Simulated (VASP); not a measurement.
# Ta in VASP: a series of runs, part 2 of 4

VASP 6.6.1. Earlier steps stand in the parts before.

### Step 3. Electric field gradients, PBEsol (equal xx and yy strain of +2 %)

The input, INCAR:

```
SYSTEM = Ta
  PREC = Accurate
  ENCUT = 520
  EDIFF = 1E-8
  ISMEAR = -1
  SIGMA = 0.08
  LREAL = .FALSE.
  LASPH = .TRUE.
  NELM = 60
  ALGO = Normal
  ISIF = 2
  LWAVE = .FALSE.
  LCHARG = .FALSE.
  GGA = PS
  LEFG = .TRUE.
  NBANDS = 12
```

The input, KPOINTS:

```
Automatic mesh
0
G
  17 17 17
  0 0 0
```

The input, POSCAR:

```
Ta
1.0
   -1.6843056000      1.6843056000      1.6512800000
    1.6843056000     -1.6843056000      1.6512800000
    1.6843056000      1.6843056000     -1.6512800000
Ta
1
Direct
    0.0000000000      0.0000000000      0.0000000000
```

Potentials or basis: VASP PAW PBE potentials, release 64 (Ta_pv).

Launch:

```sh
$ cat potpaw_PBE.64/Ta_pv/POTCAR > POTCAR
$ mpirun -np 1 vasp_std > vasp.out
```

OUTCAR:

```text
SYSTEM = Ta
   PREC = Accurate
   ENCUT = 520
   EDIFF = 1E-8
   ISMEAR = -1
   LREAL = .FALSE.
   LASPH = .TRUE.
   NELM = 60
   ISIF = 2
   GGA = PS

 ion  position               nearest neighbor table
   1  0.000  0.000  0.000-

  LATTYP: Found a body centered tetragonal cell.
 ALAT       =     3.3686112000
 C/A-ratio  =     0.9803921569

  Lattice vectors:

 A1 = (  -1.6843056000,   1.6843056000,   1.6512800000)
 A2 = (   1.6843056000,  -1.6843056000,   1.6512800000)
 A3 = (   1.6843056000,   1.6843056000,  -1.6512800000)

Analysis of symmetry for initial positions (statically):
=====================================================================
 Subroutine PRICEL returns:
 Original cell was already a primitive cell.

 Routine SETGRP: Setting up the symmetry group for a
 body centered tetragonal supercell.

 Subroutine GETGRP returns: Found 16 space group operations
 (whereof 16 operations were pure point group operations)
 out of a pool of 16 trial point group operations.

The static configuration has the point symmetry D_4h.

Analysis of symmetry for dynamics (positions and initial velocities):
=====================================================================
 Subroutine PRICEL returns:
 Original cell was already a primitive cell.

 Routine SETGRP: Setting up the symmetry group for a
 body centered tetragonal supercell.

 Subroutine GETGRP returns: Found 16 space group operations
 (whereof 16 operations were pure point group operations)
 out of a pool of 16 trial point group operations.

The dynamic configuration has the point symmetry D_4h.

 Subroutine INISYM returns: Found 16 space group operations
 (whereof 16 operations are pure point group operations),
 and found     1 'primitive' translations

----------------------------------------------------------------------------------------

                                     Primitive cell

  volume of cell :      18.7380

  direct lattice vectors                    reciprocal lattice vectors
    -1.684305600  1.684305600  1.651280000     0.000000000  0.296858242  0.302795407
     1.684305600 -1.684305600  1.651280000     0.296858242  0.000000000  0.302795407
     1.684305600  1.684305600 -1.651280000     0.296858242  0.296858242  0.000000000

  length of vectors
     2.898360976  2.898360976  2.898360976     0.424039945  0.424039945  0.419820952

  position of ions in fractional coordinates (direct lattice)
     0.000000000  0.000000000  0.000000000

  ion indices of the primitive-cell ions
   primitive index   ion index
                 1           1

----------------------------------------------------------------------------------------

 KPOINTS: Automatic mesh

Automatic generation of k-mesh.
 Grid dimensions read from file:
 generate k-points for:   17   17   17

 Generating k-lattice:

  Cartesian coordinates                     Fractional coordinates (reciprocal lattice)
     0.000000000  0.017462250  0.017811495     0.058823529 -0.000000000  0.000000000
     0.017462250  0.000000000  0.017811495    -0.000000000  0.058823529  0.000000000
[... 69 lines left out ...]
   NELECT =      11.0000    total number of electrons
   NUPDOWN=      -1.0000    fix difference up-down
   EMIN   =  10.00;   EMAX   =-10.00  energy-range for DOS
   EFERMI =   0.00;   METHOD = LEGACY
   ISMEAR =    -1;   SIGMA  =   0.08  broadening in eV -4-tet -1-fermi 0-gaus
   EFERMI_NEDOS =   21; number of points for ismear=-14 and -15
   IALGO  =     38    algorithm
   IMIX   =      4    mixing-type and parameters
     AMIX     =   0.40;   BMIX     =  1.00
     AMIX_MAG =   1.60;   BMIX_MAG =  1.00
  volume/ion in A,a.u.               =      18.74       126.45
  Fermi-wavevector in a.u.,A,eV,Ry     =   1.370771  2.590381 25.565524  1.879013
  Thomas-Fermi vector in A             =   2.496527
   LORBIT       =      0    0 simple, 1 ext, 2 COOP (PROOUT), +10 PAW based schemes
   GGA     = PS    functional components
   LHFCALC =     F    Hartree Fock is set to
   AEXX    =    0.0000 exact exchange contribution
   IVDW    =     0    specifies the selected vdW correction
   LEPSILON=     F    determine dielectric tensor
   LRPA    =     F    only Hartree local field effects (RPA)
 non-spin polarized calculation
  energy-cutoff  :      520.00
  volume of cell :       18.74
 maximum number of plane-waves:       523
 NGX is ok and might be reduce to    24
   NGX = 11   NGY = 11   NGZ = 11

 number of electron      10.9999999 magnetization

 Free energy of the ion-electron system (eV)
  ---------------------------------------------------
  ext. energy  EPLUGINS =         0.00000000
  ---------------------------------------------------
  free energy    TOTEN  =       -12.52753130 eV

  energy without entropy =      -12.49880216  energy(sigma->0) =      -12.51316673

 E-fermi :   5.0160     XC(G=0): -12.5271

 val. band max:        5.0047484273   @ k =  -0.1765  -0.2353   0.1765
 cond. band min:       5.0208420669   @ k =  -0.2353   0.4118   0.1176
 fundamental gap:      0.0160936396
 Fermi energy:         5.0159509902

 k-point     1 :       0.0000    0.0000    0.0000
  band No.  band energies     occupation
      1     -28.1773      2.00000
      2     -28.1773      2.00000
      3     -28.1732      2.00000
      4      -2.7674      2.00000
      5       5.5681      0.00201
      6       5.8091      0.00010
      7       5.8091      0.00010
      8       8.6857      0.00000
      9       9.0166      0.00000
     10      19.5293      0.00000
     11      19.7489      0.00000
     12      19.7489      0.00000
[... 331 lines left out ...]
 k-point    24 :      -0.1176    0.0588   -0.0000
  band No.  band energies     occupation
      1     -28.2875      2.00000
      2     -28.1996      2.00000
      3     -28.1848      2.00000
      4      -2.3339      2.00000
      5       5.4346      0.01062
      6       5.6149      0.00112
      7       6.2101      0.00000
      8       8.3415      0.00000
      9       8.9769      0.00000
     10      19.5285      0.00000
     11      20.1682      0.00000
     12      20.6567      0.00000

 [... further k-points ...]
[... 5 lines left out ...]
  --------------------------------------------------------------------------------------
  -------------------------------------------------------------------------------------
  Total       -1.3271961     -1.3271961     -1.1245385      0.0000000      0.0000000      0.0000000
  in kB     -113.4810111   -113.4810111    -96.1529099      0.0000000      0.0000000      0.0000000
  external PRESSURE =    -107.7049773 kB  Pullay stress =       0.0000000 kB

 VOLUME and BASIS-vectors are now :
 -----------------------------------------------------------------------------
  energy-cutoff  :      520.00
  volume of cell :       18.74
      direct lattice vectors                 reciprocal lattice vectors
    -1.684305600  1.684305600  1.651280000     0.000000000  0.296858242  0.302795407
     1.684305600 -1.684305600  1.651280000     0.296858242  0.000000000  0.302795407
     1.684305600  1.684305600 -1.651280000     0.296858242  0.296858242  0.000000000

 POSITION                                       TOTAL-FORCE (eV/Angst)
 -----------------------------------------------------------------------------------
      0.00000      0.00000      0.00000        -0.000000      0.000000      0.000000
 -----------------------------------------------------------------------------------
    total drift:                                0.000000      0.000000     -0.000000

  FREE ENERGIE OF THE ION-ELECTRON SYSTEM (eV)
  ---------------------------------------------------
  free  energy   TOTEN  =       -12.5275312958 eV

  energy  without entropy=      -12.4988021624  energy(sigma->0) =      -12.51316673

 Electric field gradients (V/A^2)
---------------------------------------------------------------------
 ion       V_xx      V_yy      V_zz      V_xy      V_xz      V_yz
---------------------------------------------------------------------
   1       5.870     5.870   -11.740     0.000     0.000     0.000
---------------------------------------------------------------------

 Electric field gradients after diagonalization (V/A^2)
 (convention: |V_zz| > |V_xx| > |V_yy|)
----------------------------------------------------------------------
 ion       V_xx      V_yy      V_zz     asymmetry (V_yy - V_xx)/ V_zz
----------------------------------------------------------------------
   1       5.870     5.870   -11.740       0.000
----------------------------------------------------------------------

           NMR quadrupolar parameters

 Cq : quadrupolar parameter    Cq=e*Q*V_zz/h
 eta: asymmetry parameters     (V_yy - V_xx)/ V_zz
 Q  : nuclear electric quadrupole moment in mb (millibarn)
----------------------------------------------------------------------
 ion       Cq(MHz)       eta       Q (mb)
----------------------------------------------------------------------
   1      -0.028       0.000       1.000
----------------------------------------------------------------------
```

OSZICAR:

```text
N       E                     dE             d eps       ncg     rms          rms(c)
DAV:   1     0.598840050989E+02    0.59884E+02   -0.60667E+03  9752   0.869E+02
DAV:   2    -0.120155910138E+02   -0.71900E+02   -0.70023E+02 10924   0.242E+02
DAV:   3    -0.130716519967E+02   -0.10561E+01   -0.10428E+01 11628   0.276E+01
DAV:   4    -0.130748194473E+02   -0.31675E-02   -0.31670E-02 10936   0.163E+00
DAV:   5    -0.130748302118E+02   -0.10764E-04   -0.10764E-04 11632   0.915E-02    0.129E+01
DAV:   6    -0.126502100160E+02    0.42462E+00   -0.34050E-01 11544   0.614E+00    0.606E+00
DAV:   7    -0.125289891053E+02    0.12122E+00   -0.28334E-01 11308   0.512E+00    0.363E-01
DAV:   8    -0.125275754515E+02    0.14137E-02   -0.89452E-03 10772   0.767E-01    0.129E-01
DAV:   9    -0.125275350564E+02    0.40395E-04   -0.14936E-04 11352   0.123E-01    0.230E-02
DAV:  10    -0.125275313108E+02    0.37456E-05   -0.37581E-06 10852   0.202E-02    0.266E-03
DAV:  11    -0.125275313488E+02   -0.38029E-07   -0.18157E-07 11052   0.468E-03    0.328E-04
DAV:  12    -0.125275312894E+02    0.59439E-07   -0.17059E-09  7304   0.463E-04    0.583E-05
DAV:  13    -0.125275312958E+02   -0.64563E-08   -0.19686E-10  5856   0.163E-04
   1 F= -.12527531E+02 E0= -.12513167E+02  d E =-.287291E-01
```

stdout:

```text
POSCAR found type information on POSCAR Ta
 POSCAR found :  1 types and       1 ions
 scaLAPACK will be used
 -----------------------------------------------------------------------------
|                                                                             |
|                                                                             |
|     You enforced a specific xc type in the INCAR file but a different       |
|     I HOPE YOU KNOW WHAT YOU ARE DOING!                                     |
|                                                                             |
 -----------------------------------------------------------------------------

 LDA part: xc-table for (Slater+PW92), standard interpolation
 POSCAR, INCAR and KPOINTS ok, starting setup
 FFT: planning ... GRIDC
 FFT: planning ... GRID_SOFT
 FFT: planning ... GRID
 WAVECAR not read
 entering main loop
ion   1
```

It took 47 s on 1 thread of Intel Xeon Platinum 8488C (Sapphire Rapids), shared host; peak memory 0.21 GiB.

Results:

| Quantity | Value |
| --- | --- |
| Free energy | -12.5275 eV |
| Pressure | -10.8 GPa |

Electric field gradients, principal values (V/Å²):
```
atom  least  middle  greatest (by size)
1 Ta  5.870   5.870             -11.740
```

Caveat: the cell differs from its parent crystal (equal xx and yy strain of +2 %); without QUAD_EFG the Cq values of the log hold for a quadrupole moment of 1 mb, not for the nuclei; the PAW data sets were made with another functional, which shifts forces and pressure a little; spin-orbit coupling is left out, which moves the levels of the heavy elements.

(Continued in part 3 of 4.)
